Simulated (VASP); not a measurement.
# SrCd (Pm-3m) in VASP: notebook, part 2 of 2

VASP 6.6.1. Earlier steps stand in the parts before.

## Step 3: Vibrations by perturbation theory, LDA

This run uses another cell than the first one, of 25.13 Å³/atom.

INCAR reads:

```
PREC = Accurate ; ENCUT = 520
EDIFF = 1E-8 ; ISMEAR = -1
SIGMA = 0.15 ; LREAL = F
LASPH = T ; NELM = 80
ALGO = Normal ; ISIF = 2
LWAVE = F ; LCHARG = T
GGA = CA ; IBRION = 8
NSW = 1
```

KPOINTS reads:

```
Automatic mesh
0
Gamma
  12 12 12
```

POSCAR reads:

```
SrCd
1.0
    3.6902789721      0.0000000000      0.0000000000
    0.0000000000      3.6902789721      0.0000000000
    0.0000000000      0.0000000000      3.6902789721
Sr Cd
1 1
Direct
    0.5000000000      0.5000000000      0.5000000000
    0.0000000000      0.0000000000      0.0000000000
```

Potentials or basis: VASP PAW LDA potentials, release 64 (Sr_sv, Cd).

The run is started by

```sh
> cat potpaw_LDA.64/Sr_sv/POTCAR potpaw_LDA.64/Cd/POTCAR > POTCAR
> mpirun -np 1 vasp_std > vasp.out
```

OUTCAR:

```text
PREC = Accurate
   ENCUT = 520
   EDIFF = 1E-8
   ISMEAR = -1
   LREAL = F
   LASPH = T
   NELM = 80
   ISIF = 2
   GGA = CA
   IBRION = 8
   NSW = 1

 ion  position               nearest neighbor table
   1  0.500  0.500  0.500-   2 3.20   2 3.20   2 3.20   2 3.20   2 3.20   2 3.20   2 3.20   2 3.20

   2  0.000  0.000  0.000-   1 3.20   1 3.20   1 3.20   1 3.20   1 3.20   1 3.20   1 3.20   1 3.20

  LATTYP: Found a simple cubic cell.
 ALAT       =     3.6902789721

  Lattice vectors:

 A1 = (   3.6902789721,   0.0000000000,   0.0000000000)
 A2 = (   0.0000000000,   3.6902789721,   0.0000000000)
 A3 = (   0.0000000000,   0.0000000000,   3.6902789721)

Analysis of symmetry for initial positions (statically):
=====================================================================
 Subroutine PRICEL returns:
 Original cell was already a primitive cell.

 Routine SETGRP: Setting up the symmetry group for a
 simple cubic supercell.

 Subroutine GETGRP returns: Found 48 space group operations
 (whereof 48 operations were pure point group operations)
 out of a pool of 48 trial point group operations.

The static configuration has the point symmetry O_h .

Analysis of symmetry for dynamics (positions and initial velocities):
=====================================================================
 Subroutine PRICEL returns:
 Original cell was already a primitive cell.

 Routine SETGRP: Setting up the symmetry group for a
 simple cubic supercell.

 Subroutine GETGRP returns: Found 48 space group operations
 (whereof 48 operations were pure point group operations)
 out of a pool of 48 trial point group operations.

The dynamic configuration has the point symmetry O_h .

 Subroutine INISYM returns: Found 48 space group operations
 (whereof 48 operations are pure point group operations),
 and found     1 'primitive' translations

----------------------------------------------------------------------------------------

                                     Primitive cell

  volume of cell :      50.2548

  direct lattice vectors                    reciprocal lattice vectors
     3.690278972  0.000000000  0.000000000     0.270982223  0.000000000  0.000000000
     0.000000000  3.690278972  0.000000000     0.000000000  0.270982223  0.000000000
     0.000000000  0.000000000  3.690278972     0.000000000  0.000000000  0.270982223

  length of vectors
     3.690278972  3.690278972  3.690278972     0.270982223  0.270982223  0.270982223

  position of ions in fractional coordinates (direct lattice)
     0.500000000  0.500000000  0.500000000
     0.000000000  0.000000000  0.000000000

  ion indices of the primitive-cell ions
   primitive index   ion index
[... 141 lines left out ...]
      9      -5.4106      2.00000
     10      -3.2645      2.00000
     11       4.6141      0.00051
     12       4.6141      0.00051
     13       8.3407      0.00000
     14       8.3407      0.00000
[... 401 lines left out ...]
      2     -14.2104      2.00000
      3     -14.1046      2.00000
      4     -13.6998      2.00000
      5      -5.6211      2.00000
      6      -5.5813      2.00000
      7      -5.5146      2.00000
      8      -5.4866      2.00000
      9      -5.2725      2.00000
     10      -0.3725      2.00000
     11       2.5754      1.99029
     12       3.9810      0.03432
     13       5.6337      0.00000
     14       7.0009      0.00000
     15       8.0571      0.00000

 [... further k-points ...]

------------------------ aborting loop because EDIFF is reached ----------------------------------------

  FORCE on cell =-STRESS in cart. coord.  units (eV):
  Direction    XX          YY          ZZ          XY          YZ          ZX
  --------------------------------------------------------------------------------------
  -------------------------------------------------------------------------------------
  Total        2.6054015      2.6054015      2.6054015      0.0000000      0.0000000     -0.0000000
  in kB       83.0630072     83.0630072     83.0630072      0.0000000      0.0000000     -0.0000000
  external PRESSURE =      83.0630072 kB  Pullay stress =       0.0000000 kB

 VOLUME and BASIS-vectors are now :
 -----------------------------------------------------------------------------
  energy-cutoff  :      520.00
  volume of cell :       50.25
      direct lattice vectors                 reciprocal lattice vectors
     3.690278972  0.000000000  0.000000000     0.270982223  0.000000000  0.000000000
     0.000000000  3.690278972  0.000000000     0.000000000  0.270982223  0.000000000
     0.000000000  0.000000000  3.690278972     0.000000000  0.000000000  0.270982223

 POSITION                                       TOTAL-FORCE (eV/Angst)
 -----------------------------------------------------------------------------------
      1.84514      1.84514      1.84514         0.000000      0.000000      0.000000
      0.00000      0.00000      0.00000         0.000000      0.000000      0.000000
 -----------------------------------------------------------------------------------
    total drift:                                0.000000      0.000000      0.000000

  FREE ENERGIE OF THE ION-ELECTRON SYSTEM (eV)
  ---------------------------------------------------
  free  energy   TOTEN  =        -3.9460943948 eV

  energy  without entropy=       -3.8611170482  energy(sigma->0) =       -3.90360572

[... ionic steps 2 to 3 ...]

--------------------------------------- Ionic step        4  -------------------------------------------

------------------------ aborting loop because EDIFF is reached ----------------------------------------

[... ionic steps 5 to 6 ...]

--------------------------------------- Ionic step        7  -------------------------------------------

 Free energy of the ion-electron system (eV)
  ---------------------------------------------------
  ---------------------------------------------------
  free energy    TOTEN  =        -0.42753217 eV

  energy without entropy =       -0.42753217

------------------------ aborting loop because EDIFF is reached ----------------------------------------

 INTERNAL STRAIN TENSOR  FOR ION    2  DIRECTION 1   (eV/Angst):
 -----------------------------------------------------------------------------
     0.00627  0.00000  0.00000
    -0.00000  0.00062  0.00000
     0.00000  0.00000  0.00062

 INTERNAL STRAIN TENSOR FOR ION    2 for displacements in x,y,z  (eV/Angst):
          X           Y           Z          XY          YZ          ZX
  --------------------------------------------------------------------------------
  x     0.00000     0.00000     0.00000     0.00000     0.00000     0.00000
  y     0.00000     0.00000     0.00000     0.00000     0.00000     0.00000
  z     0.00000     0.00000     0.00000     0.00000     0.00000     0.00000

 SECOND DERIVATIVES (NOT SYMMETRIZED)
 ------------------------------------
               1X          1Y          1Z          2X          2Y          2Z
  1X    -3.998049    0.000000   -0.000000    3.998049    0.000000    0.000000
  1Y    -0.000000   -3.998049    0.000000    0.000000    3.998049    0.000000
  1Z     0.000000   -0.000000   -3.998049    0.000000    0.000000    3.998049
  2X     4.009541   -0.000000    0.000000   -4.009541    0.000000    0.000000
  2Y     0.000000    4.009541   -0.000000    0.000000   -4.009541    0.000000
  2Z    -0.000000    0.000000    4.009541    0.000000    0.000000   -4.009541

 Eigenvectors and eigenvalues of the dynamical matrix
 ----------------------------------------------------

   1 f  =    4.457494 THz    28.007260 2PiTHz  148.685990 cm-1    18.434705 meV
             X         Y         Z           dx          dy          dz
      1.845139  1.845139  1.845139     0.749174   -0.000000    0.000000
      0.000000  0.000000  0.000000    -0.662374    0.000000    0.000000
[... 21 lines left out ...]
   6 f/i=    0.003175 THz     0.019946 2PiTHz    0.105891 cm-1     0.013129 meV
             X         Y         Z           dx          dy          dz
      1.845139  1.845139  1.845139     0.000000    0.000000   -0.662374
      0.000000  0.000000  0.000000    -0.000000    0.000000   -0.749174

--------------------------------------------------------------------------------------------------------

 ELASTIC MODULI CONTR FROM IONIC RELAXATION (kBar)
 Direction    XX          YY          ZZ          XY          YZ          ZX
 --------------------------------------------------------------------------------
 XX           0.0000      0.0000      0.0000      0.0000      0.0000      0.0000
 YY           0.0000      0.0000      0.0000      0.0000      0.0000      0.0000
 ZZ           0.0000      0.0000      0.0000      0.0000      0.0000      0.0000
 XY           0.0000      0.0000      0.0000      0.0000      0.0000      0.0000
 YZ           0.0000      0.0000      0.0000      0.0000      0.0000      0.0000
 ZX           0.0000      0.0000      0.0000      0.0000      0.0000      0.0000
 --------------------------------------------------------------------------------
```

Wall time 13 min (1 thread of Oxide Virtual Turin-like, shared host); peak memory 0.4 GiB.

What came out:

```yaml
Highest_phonon_frequency_at_Γ: 149 cm⁻¹
```

Phonon frequencies in cm⁻¹ (negative: imaginary):
```csv
q point,frequencies
"(0.000, 0.000, 0.000)",0 0 0 149 149 149
```

Caveat: the cell stands under pressure or tension, which shifts response properties.
